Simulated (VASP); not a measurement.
AlSiN:

```
CELL_PARAMETERS angstrom
3.34245 0.00000 0.00000
0.00000 3.36544 0.00000
0.00000 0.00000 3.39121
ATOMIC_POSITIONS crystal
Al 0.00000 0.00000 0.00000
Si 0.50000 0.50000 0.50000
N 0.50000 0.50000 0.00000
```

| Property | Result |
| --- | --- |
| Program | VASP 6.6.1 |
| Task | relaxation of cell and atoms |
| Functional | PBE |
| Potentials or basis | VASP PAW PBE potentials, release 64 (Al, Si, N) |
| Cutoff | 600 eV |
| k mesh | 6 × 6 × 6 |
| Occupations | gaussian, width 0.1 eV |
| Spin | no spin polarisation |

At the start: pressure 4.9 GPa; volume 12.72 Å³/atom.

Question: How do energy, volume and symmetry change on relaxing?

Answer: Over 13 steps the energy falls by 659.8 meV/atom and the volume is 12.05 Å³/atom (-5.2 %); space group P4/mmm (No. 123, to 0.05 Å).

Step by step:
```csv
step,energy change (eV),largest force (eV/Å),pressure (GPa),volume (Å³)
1,0.0000,0.0000,4.86,38.15
2,-0.5245,0.0000,-10.85,40.07
3,-0.6473,0.0000,-14.96,40.88
4,-0.8698,0.0000,-18.68,42.21
5,-1.3693,0.0000,-15.80,40.14
6,-1.6692,0.0000,22.21,33.33
7,-1.8836,0.0000,-7.11,37.33
8,-1.9671,0.0000,4.02,35.22
9,-1.9717,0.0000,1.53,35.61
10,-1.9713,0.0000,2.37,35.47
11,-1.9753,0.0000,2.25,35.64
12,-1.9758,0.0000,2.25,35.73
13,-1.9794,0.0000,0.36,36.16
```

Final structure:
```
Al Si N
1.0
     2.70031    0.00000    0.00000
     0.00000    2.70064    0.00000
     0.00000    0.00000    4.95893
Al Si N
1 1 1
Direct
  0.00000 0.00000 0.00000
  0.50000 0.50000 0.50000
  0.50000 0.50000 0.00000
```
